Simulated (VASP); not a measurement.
BiTe, 2 atoms in the cell. It takes space group R-3m (No. 166, trigonal). The conventional cell has a = 4.845 Å, b = 4.845 Å, c = 9.952 Å, α = 90.00°, β = 90.00°, γ = 120.00°. Within 4.3 Å of Bi (site symmetry -3m) lie 6 Te at 3.25 Å. Within 4.3 Å of Te (site symmetry -3m) lie 6 Bi at 3.25 Å. 

```yaml
Program: VASP 6.6.1
Task: relaxation of cell and atoms
Functional: PBE
Potentials_or_basis: VASP PAW PBE potentials, release 64 (Bi_d, Te)
Cutoff: 600 eV
k_mesh: 7 × 7 × 7
Occupations: fermi-dirac, width 0.05 eV
Spin: no spin polarisation
Dipole_correction: no
Further_INCAR_settings: ALGO = Normal; EDIFF = 1e-07; IBRION = 2; EDIFFG = -0.01; NSW = 60; ISIF = 3
```

Potentials or basis: VASP PAW PBE potentials, release 64 (Bi_d, Te).

Run with:

```bash
$ cat potpaw_PBE.64/Bi_d/POTCAR potpaw_PBE.64/Te/POTCAR > POTCAR
$ mpirun -np 1 vasp_std > vasp.out
```

Hardware: 1 thread of Intel(R) Xeon(R) Platinum 8375C CPU @ 2.90GHz (Ice Lake) (shared host).

Question: How long does it take, and how much memory?

Answer: It took 84 s on 1 thread of Intel(R) Xeon(R) Platinum 8375C CPU @ 2.90GHz (Ice Lake), on a shared host, peak memory 0.25 GiB. Counts: scf iterations 28, k points 44, ion steps 3.
